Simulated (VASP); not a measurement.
# ZnO in VASP: notebook

Aim: see how the results for ZnO move with the level of theory and the settings. Levels: PBE, r2SCAN. Tasks: single point.

All numbers are computed with VASP 6.6.1; they aren't measurements. Logs are shortened: lines on timing, memory, paths and dates and some standing lists are left out, and cuts for length are marked.

## 1. The cell of the first run

Symmetry: P6_3/mmc, No. 194, hexagonal system. The conventional cell has a = 3.307 Å, b = 3.307 Å, c = 4.334 Å, α = 90.00°, β = 90.00°, γ = 120.00°. Zn (site symmetry -6m2) has 5 O at 1.91 to 2.17 Å within 2.5 Å. Within 2.5 Å of O (site symmetry -6m2) lie 5 Zn at 1.91 to 2.17 Å.

## 2. Single point, PBE (strain -3.2%)

Input file INCAR:

```
SYSTEM = ZnO
ALGO = Normal ; EDIFF = 1E-7
ENCUT = 520 ; GGA = PE
ISIF = 2 ; ISMEAR = -1
LASPH = .True. ; LCHARG = .True.
LELF = .True. ; LREAL = .False.
LVHAR = .True. ; LWAVE = .False.
NBANDS = 26 ; NELM = 100
PREC = Accurate ; SIGMA = 0.02
```

Input file KPOINTS:

```
k-points
0
Gamma
  12 12 6
  0 0 0
```

Input file POSCAR:

```
ZnO
1.0
    3.3068627298      0.0000000000      0.0000000000
   -1.6534313649      2.8638271308      0.0000000000
    0.0000000000      0.0000000000      4.3338377583
Zn O
2 2
Direct
    0.3333333333      0.6666666667      0.2500000000
    0.6666666667      0.3333333333      0.7500000000
    0.6666666667      0.3333333333      0.2500000000
    0.3333333333      0.6666666667      0.7500000000
```

Potentials or basis: VASP PAW PBE potentials, release 64 (Zn, O).

On the command line:

```
$ cat potpaw_PBE.64/Zn/POTCAR potpaw_PBE.64/O/POTCAR > POTCAR
$ mpirun -np 1 vasp_std > vasp.out
```

OUTCAR:

```text
SYSTEM = ZnO
   EDIFF = 1E-7
   ENCUT = 520
   GGA = PE
   ISIF = 2
   ISMEAR = -1
   LASPH = .True.
   LREAL = .False.
   NELM = 100
   PREC = Accurate

 ion  position               nearest neighbor table
   1  0.333  0.667  0.250-   3 1.91   3 1.91   3 1.91   4 2.17   4 2.17   2 2.89   2 2.89   2 2.89
                             2 2.89   2 2.89   2 2.89
   2  0.667  0.333  0.750-   4 1.91   4 1.91   4 1.91   3 2.17   3 2.17   1 2.89   1 2.89   1 2.89
                             1 2.89   1 2.89   1 2.89
   3  0.667  0.333  0.250-   1 1.91   1 1.91   1 1.91   2 2.17   2 2.17
   4  0.333  0.667  0.750-   2 1.91   2 1.91   2 1.91   1 2.17   1 2.17

  LATTYP: Found a hexagonal cell.
 ALAT       =     3.3068627298
 C/A-ratio  =     1.3105587115

  Lattice vectors:

 A1 = (   3.3068627298,   0.0000000000,   0.0000000000)
 A2 = (  -1.6534313649,   2.8638271308,   0.0000000000)
 A3 = (   0.0000000000,   0.0000000000,   4.3338377583)

Analysis of symmetry for initial positions (statically):
=====================================================================
 Subroutine PRICEL returns:
 Original cell was already a primitive cell.

 Routine SETGRP: Setting up the symmetry group for a
 hexagonal supercell.

 Subroutine GETGRP returns: Found 24 space group operations
 (whereof 12 operations were pure point group operations)
 out of a pool of 24 trial point group operations.

The static configuration has the point symmetry D_3d.
 The point group associated with its full space group is D_6h.

Analysis of symmetry for dynamics (positions and initial velocities):
=====================================================================
 Subroutine PRICEL returns:
 Original cell was already a primitive cell.

 Routine SETGRP: Setting up the symmetry group for a
 hexagonal supercell.

 Subroutine GETGRP returns: Found 24 space group operations
 (whereof 12 operations were pure point group operations)
 out of a pool of 24 trial point group operations.

The dynamic configuration has the point symmetry D_3d.
 The point group associated with its full space group is D_6h.

 Subroutine INISYM returns: Found 24 space group operations
 (whereof 12 operations are pure point group operations),
 and found     1 'primitive' translations

----------------------------------------------------------------------------------------

                                     Primitive cell

  volume of cell :      41.0427

  direct lattice vectors                    reciprocal lattice vectors
     3.306862730  0.000000000  0.000000000     0.302401424  0.174591544  0.000000000
    -1.653431365  2.863827131  0.000000000     0.000000000  0.349183088  0.000000000
     0.000000000  0.000000000  4.333837758     0.000000000  0.000000000  0.230742371

  length of vectors
     3.306862730  3.306862730  4.333837758     0.349183088  0.349183088  0.230742371

  position of ions in fractional coordinates (direct lattice)
     0.333333333  0.666666667  0.250000000
     0.666666667  0.333333333  0.750000000
     0.666666667  0.333333333  0.250000000
     0.333333333  0.666666667  0.750000000

  ion indices of the primitive-cell ions
   primitive index   ion index
                 1           1
                 2           2
                 3           3
                 4           4

----------------------------------------------------------------------------------------

 KPOINTS: k-points

Automatic generation of k-mesh.
 Grid dimensions read from file:
 generate k-points for:   12   12    6

 Generating k-lattice:

  Cartesian coordinates                     Fractional coordinates (reciprocal lattice)
     0.025200119  0.014549295  0.000000000     0.083333333  0.000000000  0.000000000
     0.000000000  0.029098591  0.000000000     0.000000000  0.083333333  0.000000000
     0.000000000  0.000000000  0.038457062     0.000000000  0.000000000  0.166666667

  Length of vectors
     0.029098591  0.029098591  0.038457062

  Shift w.r.t. Gamma in fractional coordinates (k-lattice)
     0.000000000  0.000000000  0.000000000

 Subroutine IBZKPT returns following result:
 ===========================================

 Found     76 irreducible k-points:

 Following reciprocal coordinates:
            Coordinates               Weight
  0.000000  0.000000  0.000000      1.000000
  0.083333  0.000000  0.000000      6.000000
  0.166667  0.000000  0.000000      6.000000
  0.250000  0.000000  0.000000      6.000000
  0.333333  0.000000  0.000000      6.000000
  0.416667  0.000000  0.000000      6.000000
[... 16 lines left out ...]
  0.250000  0.000000  0.166667     12.000000
  0.333333  0.000000  0.166667     12.000000
 [... further k-points ...]
   k-points           NKPTS =     76   k-points in BZ     NKDIM =     76   number of bands    NBANDS=     26
   number of dos      NEDOS =    301   number of ions     NIONS =      4
   total plane-waves  NPLWV =  25088
   dimension x,y,z NGX =    28 NGY =   28 NGZ =   32
   dimension x,y,z NGXF=    56 NGYF=   56 NGZF=   64
   ions per type =               2   2
   NGX,Y,Z   is equivalent  to a cutoff of  14.08, 14.08, 12.28 a.u.
   NGXF,Y,Z  is equivalent  to a cutoff of  28.15, 28.15, 24.55 a.u.
 SYSTEM =  ZnO
   PREC   = accura    normal or accurate (medium, high low for compatibility)
   ISTART =      0    job   : 0-new  1-cont  2-samecut
   ICHARG =      2    charge: 1-file 2-atom 10-const
   ISPIN  =      1    spin polarized calculation?
   LNONCOLLINEAR =      F non collinear calculations
   LSORBIT =      F    spin-orbit coupling
   LASPH  =      T    aspherical Exc in radial PAW
   ENCUT  =  520.0 eV  38.22 Ry    6.18 a.u.   6.15  6.15  8.06*2*pi/ulx,y,z
   NELM   =    100;   NELMIN=  2; NELMDL= -5     # of ELM steps
   EDIFF  = 0.1E-06   stopping-criterion for ELM
   LREAL  =      F    real-space projection
   EDIFFG = 0.1E-05   stopping-criterion for IOM
   NSW    =      0    number of steps for IOM
   IBRION =     -1    ionic relax: 0-MD 1-quasi-New 2-CG
   NFREE  =      0    steps in history (QN), initial steepest desc. (CG)
   ISIF   =      2    stress and relaxation
   ISYM   =      2    0-nonsym 1-usesym 2-fastsym
   POTIM  = 0.5000    time-step for ionic-motion
   TEBEG  =    0.0;   TEEND  =   0.0 temperature during run
   PSTRESS=    0.0 pullay stress
   NELECT =      36.0000    total number of electrons
   NUPDOWN=      -1.0000    fix difference up-down
   EMIN   =  10.00;   EMAX   =-10.00  energy-range for DOS
   EFERMI =   0.00;   METHOD = LEGACY
   ISMEAR =    -1;   SIGMA  =   0.02  broadening in eV -4-tet -1-fermi 0-gaus
   EFERMI_NEDOS =   21; number of points for ismear=-14 and -15
   IALGO  =     38    algorithm
   IMIX   =      4    mixing-type and parameters
     AMIX     =   0.40;   BMIX     =  1.00
     AMIX_MAG =   1.60;   BMIX_MAG =  1.00
  volume/ion in A,a.u.               =      10.26        69.24
  Fermi-wavevector in a.u.,A,eV,Ry     =   1.567101  2.961392 33.413284  2.455807
  Thomas-Fermi vector in A             =   2.669331
   LORBIT       =      0    0 simple, 1 ext, 2 COOP (PROOUT), +10 PAW based schemes
   GGA     = PE    functional components
   LHFCALC =     F    Hartree Fock is set to
   AEXX    =    0.0000 exact exchange contribution
   IVDW    =     0    specifies the selected vdW correction
   LEPSILON=     F    determine dielectric tensor
   LRPA    =     F    only Hartree local field effects (RPA)
 non-spin polarized calculation
  energy-cutoff  :      520.00
  volume of cell :       41.04
 maximum number of plane-waves:      1140
 NGX is ok and might be reduce to    28
   NGX = 13   NGY = 13   NGZ = 17

 number of electron      36.0000008 magnetization

 Free energy of the ion-electron system (eV)
  ---------------------------------------------------
  ext. energy  EPLUGINS =         0.00000000
  ---------------------------------------------------
  free energy    TOTEN  =       -17.07450512 eV

  energy without entropy =      -17.07450512  energy(sigma->0) =      -17.07450512

 E-fermi :   2.8605     XC(G=0): -11.7514

 val. band max:        2.4255950151   @ k =   0.3333   0.3333   0.5000
 cond. band min:       3.6953889780   @ k =   0.0000   0.0000   0.0000
 fundamental gap:      1.2697939629
 Fermi energy:         2.8604739626

 k-point     1 :       0.0000    0.0000    0.0000
  band No.  band energies     occupation
      1     -16.5740      2.00000
      2     -15.1213      2.00000
      3      -3.9025      2.00000
      4      -3.9025      2.00000
      5      -3.7395      2.00000
      6      -3.7395      2.00000
[... 18 lines left out ...]
     25      16.3422      0.00000
     26      18.7358      0.00000

 k-point     2 :       0.0833    0.0000    0.0000
  band No.  band energies     occupation
      1     -16.5284      2.00000
      2     -15.1152      2.00000
      3      -3.9141      2.00000
      4      -3.8700      2.00000
      5      -3.7685      2.00000
      6      -3.6800      2.00000
[... 18 lines left out ...]
     25      16.5303      0.00000
     26      19.6316      0.00000

 k-point     3 :       0.1667    0.0000    0.0000
  band No.  band energies     occupation
      1     -16.3975      2.00000
      2     -15.1022      2.00000
      3      -3.9800      2.00000
      4      -3.7872      2.00000
      5      -3.7672      2.00000
      6      -3.5162      2.00000
[... 18 lines left out ...]
     25      17.0935      0.00000
     26      18.1916      0.00000

 k-point     4 :       0.2500    0.0000    0.0000
  band No.  band energies     occupation
      1     -16.2024      2.00000
      2     -15.0981      2.00000
      3      -4.0962      2.00000
      4      -3.7162      2.00000
      5      -3.5978      2.00000
      6      -3.4271      2.00000
[... 18 lines left out ...]
     25      16.7845      0.00000
     26      18.0247      0.00000

 k-point     5 :       0.3333    0.0000    0.0000
  band No.  band energies     occupation
      1     -15.9771      2.00000
      2     -15.1199      2.00000
      3      -4.1926      2.00000
      4      -3.5570      2.00000
      5      -3.3904      2.00000
      6      -3.3807      2.00000
[... 18 lines left out ...]
     25      16.2263      0.00000
     26      18.6459      0.00000

 k-point     6 :       0.4167    0.0000    0.0000
  band No.  band energies     occupation
      1     -15.7736      2.00000
      2     -15.1724      2.00000
      3      -4.2415      2.00000
      4      -3.3502      2.00000
      5      -3.2886      2.00000
      6      -3.2063      2.00000
[... 427 lines left out ...]
 k-point    21 :       0.0833    0.0000    0.1667
  band No.  band energies     occupation
      1     -16.4331      2.00000
      2     -15.2053      2.00000
      3      -3.9611      2.00000
      4      -3.8827      2.00000
      5      -3.8178      2.00000
      6      -3.7266      2.00000
[... 18 lines left out ...]
     25      16.0481      0.00000
     26      18.7374      0.00000

 k-point    22 :       0.1667    0.0000    0.1667
  band No.  band energies     occupation
      1     -16.3073      2.00000
      2     -15.1810      2.00000
      3      -4.0633      2.00000
      4      -3.8864      2.00000
      5      -3.7773      2.00000
      6      -3.5719      2.00000
[... 18 lines left out ...]
     25      16.4917      0.00000
     26      17.7887      0.00000

 k-point    23 :       0.2500    0.0000    0.1667
  band No.  band energies     occupation
      1     -16.1207      2.00000
      2     -15.1593      2.00000
      3      -4.1876      2.00000
      4      -3.9087      2.00000
      5      -3.6058      2.00000
      6      -3.4629      2.00000
[... 18 lines left out ...]
     25      16.5942      0.00000
     26      17.0834      0.00000

 k-point    24 :       0.3333    0.0000    0.1667
  band No.  band energies     occupation
      1     -15.9073      2.00000
      2     -15.1603      2.00000
      3      -4.2941      2.00000
      4      -3.8475      2.00000
      5      -3.3976      2.00000
      6      -3.3707      2.00000
[... 18 lines left out ...]
     25      16.1633      0.00000
     26      17.5418      0.00000

 [... further k-points ...]

------------------------ aborting loop because EDIFF is reached ----------------------------------------

  FORCE on cell =-STRESS in cart. coord.  units (eV):
  Direction    XX          YY          ZZ          XY          YZ          ZX
  --------------------------------------------------------------------------------------
  -------------------------------------------------------------------------------------
  Total        7.6745509      7.6745509      6.3431947     -0.0000000      0.0000000      0.0000000
  in kB      299.5904318    299.5904318    247.6184561     -0.0000000      0.0000000      0.0000000
  external PRESSURE =     282.2664399 kB  Pullay stress =       0.0000000 kB

 VOLUME and BASIS-vectors are now :
 -----------------------------------------------------------------------------
  energy-cutoff  :      520.00
  volume of cell :       41.04
      direct lattice vectors                 reciprocal lattice vectors
     3.306862730  0.000000000  0.000000000     0.302401424  0.174591544  0.000000000
    -1.653431365  2.863827131  0.000000000     0.000000000  0.349183088  0.000000000
     0.000000000  0.000000000  4.333837758     0.000000000  0.000000000  0.230742371

 POSITION                                       TOTAL-FORCE (eV/Angst)
 -----------------------------------------------------------------------------------
     -0.00000      1.90922      1.08346         0.000000      0.000000      0.000000
      1.65343      0.95461      3.25038        -0.000000      0.000000      0.000000
      1.65343      0.95461      1.08346         0.000000     -0.000000      0.000000
     -0.00000      1.90922      3.25038        -0.000000     -0.000000      0.000000
 -----------------------------------------------------------------------------------
    total drift:                                0.000000     -0.000000      0.000000

  FREE ENERGIE OF THE ION-ELECTRON SYSTEM (eV)
  ---------------------------------------------------
  free  energy   TOTEN  =       -17.0745051184 eV

  energy  without entropy=      -17.0745051184  energy(sigma->0) =      -17.07450512
```

It took 93 s on 1 thread of AMD EPYC 7R43 (Zen 3), shared host; peak memory 0.17 GiB.

Results:

| Item | Value |
| --- | --- |
| Free energy | -17.0745 eV |
| Pressure | 28.2 GPa |
| Band gap on the k mesh | 1.27 eV |

Stress tensor (GPa, compression positive):
```
29.96  0.00  0.00
 0.00 29.96  0.00
 0.00  0.00 24.76
```

Levels at points of the mesh, in eV from the valence-band top:
| k point | band 16 | band 17 | band 18 | band 19 | band 20 | band 21 |
| --- | --- | --- | --- | --- | --- | --- |
| (0.00, 0.00, 0.00) | -0.80 | 0.00 | 0.00 | 1.27 | 5.40 | 10.46 |
| (0.50, 0.00, 0.00) | -2.73 | -1.73 | -1.51 | 6.52 | 6.66 | 8.61 |
| (0.00, 0.00, 0.50) | -0.33 | -0.33 | -0.33 | 4.73 | 4.73 | 11.99 |
| (0.50, 0.00, 0.50) | -2.08 | -0.37 | -0.37 | 6.39 | 6.39 | 9.58 |

Caveat: the cell differs from its parent crystal (strain -3.2%); the cell stands under pressure.

## 3. Single point, r2SCAN (strain -3.2%)

POSCAR is that of step 2.

Input file INCAR.step1:

```
SYSTEM = ZnO
ALGO = Normal
EDIFF = 1E-4
ENCUT = 520
GGA = PE
ISMEAR = 0
LASPH = .True.
LCHARG = .False.
LREAL = .False.
LWAVE = .True.
NBANDS = 26
NELM = 100
PREC = Accurate
SIGMA = 0.01
```

Input file INCAR.step2:

```
SYSTEM = ZnO
ALGO = Normal
EDIFF = 1E-6
ENCUT = 520
ISIF = 2
ISMEAR = 0
ISTART = 1
LASPH = .True.
LCHARG = .True.
LELF = .True.
LMIXTAU = .True.
LREAL = .False.
LVHAR = .True.
LWAVE = .False.
METAGGA = R2SCAN
NBANDS = 26
NELM = 100
PREC = Accurate
SIGMA = 0.01
```

KPOINTS is that of step 2.

Potentials or basis: VASP PAW PBE potentials, release 64 (Zn, O).

On the command line:

```
$ cat potpaw_PBE.64/Zn/POTCAR potpaw_PBE.64/O/POTCAR > POTCAR
$ cp INCAR.step1 INCAR
$ mpirun -np 1 vasp_std > vasp.out
$ cp INCAR.step2 INCAR
$ mpirun -np 1 vasp_std > vasp.out
```

Run time: 4.7 min. Hardware: 1 thread of AMD EPYC 7R43 (Zen 3), shared host; peak memory 0.17 GiB.

Results (log left out):

| Quantity | Value |
| --- | --- |
| Free energy | -35.8029 eV |
| Pressure | 21.2 GPa |
| Band gap on the k mesh | 1.72 eV |

Stress tensor (GPa, compression positive):
```
22.84  0.00  0.00
 0.00 22.84  0.00
 0.00  0.00 17.84
```

Levels at points of the mesh, in eV from the valence-band top:
```
           k point  band 14  band 15  band 16  band 17  band 18  band 19  band 20  band 21  band 22  band 23
(0.00, 0.00, 0.00)    -1.35    -0.80    -0.80     0.00     0.00     1.72     6.08    11.18    12.61    12.61
(0.50, 0.00, 0.00)    -3.27    -2.96    -2.78    -1.79    -1.55     7.14     7.22     9.40    10.26    13.10
(0.00, 0.00, 0.50)    -2.26    -0.33    -0.33    -0.33    -0.33     5.20     5.20    12.78    12.78    12.78
(0.50, 0.00, 0.50)    -3.64    -2.12    -2.12    -0.40    -0.40     6.93     6.93    10.39    10.39    12.40
```

Caveat: the cell differs from its parent crystal (strain -3.2%); the cell stands under pressure; the PAW data sets were made with another functional, which shifts forces and pressure a little. A k mesh can miss the band edges.

## 4. Single point, PBE (uniaxial x strain -0.8%)

Input file INCAR:

```
SYSTEM = ZnO
ALGO = Normal
EDIFF = 1E-6
ENCUT = 520
GGA = PE
ISIF = 2
ISMEAR = -1
LASPH = .True.
LCHARG = .False.
LREAL = .False.
LWAVE = .False.
NBANDS = 26
NELM = 100
PREC = Accurate
SIGMA = 0.02
```

KPOINTS is that of step 3.

Input file POSCAR:

```
ZnO
1.0
    3.3888595327      0.0000000000      0.0000000000
   -1.6944297663      2.9588047637      0.0000000000
    0.0000000000      0.0000000000      4.4775676808
Zn O
2 2
Direct
    0.3339543485      0.6679086970      0.2500000000
    0.6660456515      0.3320913030      0.7500000000
    0.6658846635      0.3317693270      0.2500000000
    0.3341153365      0.6682306730      0.7500000000
```

On the command line:

```
$ cat potpaw_PBE.64/Zn/POTCAR potpaw_PBE.64/O/POTCAR > POTCAR
$ mpirun -np 1 vasp_std > vasp.out
```

Run time: 3.3 min. Hardware: 1 thread of AMD EPYC 7R43 (Zen 3), shared host; peak memory 0.25 GiB.

It converged, with:

* Free energy: -17.5079 eV
* Pressure: 9.2 GPa
* Largest force: 0.004 eV/Å
* Band gap on the k mesh: 1.04 eV (least direct gap 1.05 eV)

Forces in eV/Å, atoms in the order of the input:
```
Zn   0.000  0.002  0.000
Zn   0.000 -0.002  0.000
O    0.000 -0.004  0.000
O    0.000  0.004  0.000
```

Stress tensor (GPa, compression positive):
```
9.88 0.00 0.00
0.00 9.43 0.00
0.00 0.00 8.18
```

Levels at points of the mesh, in eV from the valence-band top:
```tsv
k point	band 14	band 15	band 16	band 17	band 18	band 19	band 20	band 21	band 22	band 23
(0.00, 0.00, 0.00)	-0.94	-0.80	-0.75	-0.05	-0.02	1.04	4.99	10.00	11.50	11.60
(0.50, 0.00, 0.00)	-3.23	-2.67	-2.50	-1.48	-1.34	5.95	6.53	7.99	9.62	11.86
(0.00, 0.50, 0.00)	-3.25	-2.62	-2.50	-1.48	-1.30	5.99	6.62	7.96	9.61	11.81
(0.00, 0.00, 0.50)	-2.22	-0.36	-0.36	-0.32	-0.32	4.39	4.39	11.53	11.53	11.67
(0.50, 0.00, 0.50)	-3.52	-1.89	-1.89	-0.35	-0.35	6.19	6.19	8.91	8.91	11.14
(0.00, 0.50, 0.50)	-3.52	-1.85	-1.85	-0.33	-0.33	6.20	6.20	8.86	8.86	11.18
```

Caveat: the cell differs from its parent crystal (uniaxial x strain -0.8%); the cell stands under pressure.

## 5. Summary

```tsv
level	cell	smearing	gap on the mesh (eV)	pressure (GPa)
PBE	a = 3.307, b = 3.307, c = 4.334 Å, angles 90.0, 90.0, 120.0°, 4 atoms	fermi-dirac 0.02 eV	1.27	28.2
r2SCAN	a = 3.307, b = 3.307, c = 4.334 Å, angles 90.0, 90.0, 120.0°, 4 atoms	gaussian 0.01 eV	1.72	21.2
PBE	a = 3.389, b = 3.410, c = 4.478 Å, angles 90.0, 90.0, 119.8°, 4 atoms	fermi-dirac 0.02 eV	1.04	9.2
```

Alike in all rows: task single point; potentials or basis VASP PAW PBE potentials, release 64 (Zn, O); no spin polarisation; k mesh 12 × 12 × 6; cutoff (eV) 520.

Caveats: the cell stands under pressure; the PAW data sets were made with another functional, which shifts forces and pressure a little (at least some runs).

Absolute energies hang on the potentials; compare differences alone.
